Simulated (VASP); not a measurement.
# BAs (P6_3/mmc) in VASP: a series of runs, part 2 of 2

VASP 6.6.1. Earlier steps stand in the parts before.

## 5. Single point, PBE (volume changed by +3%)

INCAR

```
SYSTEM = BAs
ALGO = Normal
EDIFF = 1E-6
ENCUT = 600
GGA = PE
GGA_COMPAT = .False.
ISIF = 2
ISMEAR = 0
LASPH = .True.
LCHARG = .False.
LREAL = .False.
LWAVE = .False.
NBANDS = 26
NELM = 120
PREC = Accurate
SIGMA = 0.01
```

KPOINTS

```
k-points
0
Gamma
  9 9 2
  0 0 0
```

POSCAR

```
BAs
1.0
    3.4178559526      0.0000000000      0.0000000000
   -1.7089279763      2.9599500814      0.0000000000
    0.0000000000      0.0000000000     10.0951248428
B As
2 2
Direct
    0.3333333333      0.6666666667      0.2500000000
    0.6666666667      0.3333333333      0.7500000000
    0.6666666667      0.3333333333      0.2500000000
    0.3333333333      0.6666666667      0.7500000000
```

On the command line:

```console
> cat potpaw_PBE.64/B/POTCAR potpaw_PBE.64/As_d/POTCAR > POTCAR
> mpirun -np 1 vasp_std > vasp.out
```

It took 66 s on 1 thread of Intel Xeon Platinum 8375C at 2.90GHz (Ice Lake), shared host; peak memory 0.27 GiB.

It converged, with:

```
Free energy            : -21.3768 eV
Pressure               : -2.1 GPa
Band gap on the k mesh : 0.78 eV, direct
```

Stress tensor (GPa, compression positive):
```
-3.18  0.00  0.00
 0.00 -3.18  0.00
 0.00  0.00  0.00
```

Levels at points of the mesh, in eV from the valence-band top:
| k point | band 14 | band 15 | band 16 | band 17 | band 18 | band 19 | band 20 | band 21 | band 22 | band 23 |
| --- | --- | --- | --- | --- | --- | --- | --- | --- | --- | --- |
| (0.00, 0.00, 0.00) | -3.54 | -1.55 | -1.55 | -1.54 | -1.54 | 3.22 | 3.38 | 3.46 | 4.72 | 4.72 |
| (0.00, 0.00, 0.50) | -3.80 | -1.55 | -1.55 | -1.55 | -1.55 | 3.39 | 3.39 | 4.37 | 4.37 | 4.73 |

Caveat: the cell differs from its parent crystal (volume changed by +3%); this functional lacks dispersion, which binds the layers, so the pressure and a relaxed spacing across them are unreliable.

## 6. Single point, PBE

This run uses another cell than the first one, of 24.79 Å³/atom, 1.090 times its volume.

INCAR

```
ALGO = Normal
EDIFF = 1E-6
ENCUT = 600
GGA = PE
GGA_COMPAT = False
ISIF = 2
ISMEAR = 0
LASPH = True
LCHARG = True
LELF = True
LREAL = False
LVHAR = True
LWAVE = False
NBANDS = 26
NELM = 120
PREC = Accurate
SIGMA = 0.01
```

KPOINTS

```
k-points
0
Gamma
  9 9 2
```

POSCAR

```
BAs
1.0
    3.3843454029      0.0000000000      0.0000000000
   -1.6921727015      2.9309290941      0.0000000000
    0.0000000000      0.0000000000      9.9961466567
B As
2 2
Direct
    0.3333333333      0.6666666667      0.2500000000
    0.6666666667      0.3333333333      0.7500000000
    0.6666666667      0.3333333333      0.2500000000
    0.3333333333      0.6666666667      0.7500000000
```

Potentials or basis: VASP PAW PBE potentials, release 64 (B, As_d).

On the command line:

```console
> cat potpaw_PBE.64/B/POTCAR potpaw_PBE.64/As_d/POTCAR > POTCAR
> mpirun -np 1 vasp_std > vasp.out
```

OUTCAR:

```text
EDIFF = 1E-6
   ENCUT = 600
   GGA = PE
   ISIF = 2
   ISMEAR = 0
   LASPH = True
   LREAL = False
   NELM = 120
   PREC = Accurate

 ion  position               nearest neighbor table
   1  0.333  0.667  0.250-   3 1.95   3 1.95   3 1.95
   2  0.667  0.333  0.750-   4 1.95   4 1.95   4 1.95
   3  0.667  0.333  0.250-   1 1.95   1 1.95   1 1.95
   4  0.333  0.667  0.750-   2 1.95   2 1.95   2 1.95

  LATTYP: Found a hexagonal cell.
[... 893 lines left out ...]

  FORCE on cell =-STRESS in cart. coord.  units (eV):
  Direction    XX          YY          ZZ          XY          YZ          ZX
  --------------------------------------------------------------------------------------
  -------------------------------------------------------------------------------------
  Total       -0.1460901     -0.1460901     -0.0008389      0.0000000     -0.0000000      0.0000000
  in kB       -2.3605805     -2.3605805     -0.0135561      0.0000000     -0.0000000      0.0000000
  external PRESSURE =      -1.5782390 kB  Pullay stress =       0.0000000 kB

 VOLUME and BASIS-vectors are now :
 -----------------------------------------------------------------------------
  energy-cutoff  :      600.00
  volume of cell :       99.15
      direct lattice vectors                 reciprocal lattice vectors
     3.384345403  0.000000000  0.000000000     0.295478115  0.170594369  0.000000000
    -1.692172702  2.930929094  0.000000000     0.000000000  0.341188738  0.000000000
     0.000000000  0.000000000  9.996146657     0.000000000  0.000000000  0.100038548

 POSITION                                       TOTAL-FORCE (eV/Angst)
 -----------------------------------------------------------------------------------
     -0.00000      1.95395      2.49904        -0.000000      0.000000     -0.000000
      1.69217      0.97698      7.49711         0.000000     -0.000000     -0.000000
      1.69217      0.97698      2.49904         0.000000      0.000000      0.000000
     -0.00000      1.95395      7.49711        -0.000000      0.000000      0.000000
 -----------------------------------------------------------------------------------
    total drift:                               -0.000000      0.000000      0.000000

  FREE ENERGIE OF THE ION-ELECTRON SYSTEM (eV)
  ---------------------------------------------------
  free  energy   TOTEN  =       -21.3979971079 eV

  energy  without entropy=      -21.3979971079  energy(sigma->0) =      -21.39799711
```

Wall time 40 s (1 thread of Intel Xeon 6975P-C (Granite Rapids), shared host); peak memory 0.26 GiB.

What came out:

| Property | Result |
| --- | --- |
| Free energy | -21.3980 eV |
| Pressure | -0.2 GPa |
| Band gap on the k mesh | 0.76 eV, direct |

Levels at points of the mesh, in eV from the valence-band top:
| k point | band 16 | band 17 | band 18 | band 19 | band 20 | band 21 |
| --- | --- | --- | --- | --- | --- | --- |
| (0.00, 0.00, 0.00) | -1.53 | -1.52 | -1.52 | 3.18 | 3.73 | 3.80 |
| (0.00, 0.00, 0.50) | -1.52 | -1.52 | -1.52 | 3.74 | 3.74 | 4.36 |

Caveat: this functional lacks dispersion, which binds the layers, so the pressure and a relaxed spacing across them are unreliable. A k mesh can miss the band edges.

## 7. The runs side by side

```csv
level,potentials or basis,cell,k mesh,cutoff (eV),second run,gap on the mesh (eV),pressure (GPa)
r2SCAN,"VASP PAW PBE potentials, release 64 (B, As)","a = 3.432, b = 3.432, c = 8.916 Å, angles 90.0, 90.0, 120.0°, 4 atoms",9 × 9 × 4,520,-,1.00,-4.4
r2SCAN,"VASP PAW PBE potentials, release 64 (B, As)","a = 3.366, b = 3.366, c = 8.745 Å, angles 90.0, 90.0, 120.0°, 4 atoms",12 × 12 × 4,520,-,0.95,0.2
PBE,"VASP PAW PBE potentials, release 64 (B, As_d)","a = 3.315, b = 3.315, c = 9.792 Å, angles 90.0, 90.0, 120.0°, 4 atoms",9 × 9 × 2,600,valence_matched,0.71,4.8
PBE,"VASP PAW PBE potentials, release 64 (B, As_d)","a = 3.418, b = 3.418, c = 10.095 Å, angles 90.0, 90.0, 120.0°, 4 atoms",9 × 9 × 2,600,valence_matched,0.78,-2.1
PBE,"VASP PAW PBE potentials, release 64 (B, As_d)","a = 3.384, b = 3.384, c = 9.996 Å, angles 90.0, 90.0, 120.0°, 4 atoms",9 × 9 × 2,600,valence_matched,0.76,-0.2
```

Alike in all rows: task single point; no spin polarisation; smearing gaussian 0.01 eV.

Caveats: this functional lacks dispersion, which binds the layers, so the pressure and a relaxed spacing across them are unreliable (some runs); the PAW data sets were made with another functional, which shifts forces and pressure a little (some runs).

Absolute energies hang on the potentials; compare differences alone.
